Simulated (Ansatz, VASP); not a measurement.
Cd7W: VASP beside Ansatz

```
Cd W
1.0
     0.00000    4.35235    4.35235
     4.35235    0.00000    4.35235
     4.35235    4.35235    0.00000
Cd W
7 1
Cartesian
  0.0000 2.1762 2.1762
  4.3523 2.1762 2.1762
  2.1762 0.0000 2.1762
  2.1762 4.3523 2.1762
  2.1762 2.1762 0.0000
  2.1762 2.1762 4.3523
  0.0000 0.0000 0.0000
  4.3523 4.3523 4.3523
```

Alike in both runs: functional PBE; k mesh 4 × 4 × 4; occupations gaussian, width 0.1 eV; no spin polarisation.

Ansatz relaxed the structure, and its values are those at the end. VASP's run is a single point on that final structure, the one shown.

|  | VASP | Ansatz |
| --- | --- | --- |
| version | VASP 6.6.1 | Ansatz 0.2.0 |
| potentials or method | VASP PAW PBE potentials, release 64 (Cd, W_sv), cutoff 520 eV | scalar-relativistic, plane waves, PAW |
| valence electrons in the cell | 98 | 154 |

```tsv
	VASP	Ansatz	Ansatz less VASP
gap on the k mesh at the Fermi level (eV)	none	none	-
pressure (GPa)	0.3	-0.1	-0.41
```

A gap of «none» marks a metal or a gap that the smearing closes. VASP's potentials hold 98 valence electrons a cell and Ansatz's 154, so a difference there can come from the potentials and not from the codes.

Spin-orbit coupling is off throughout.
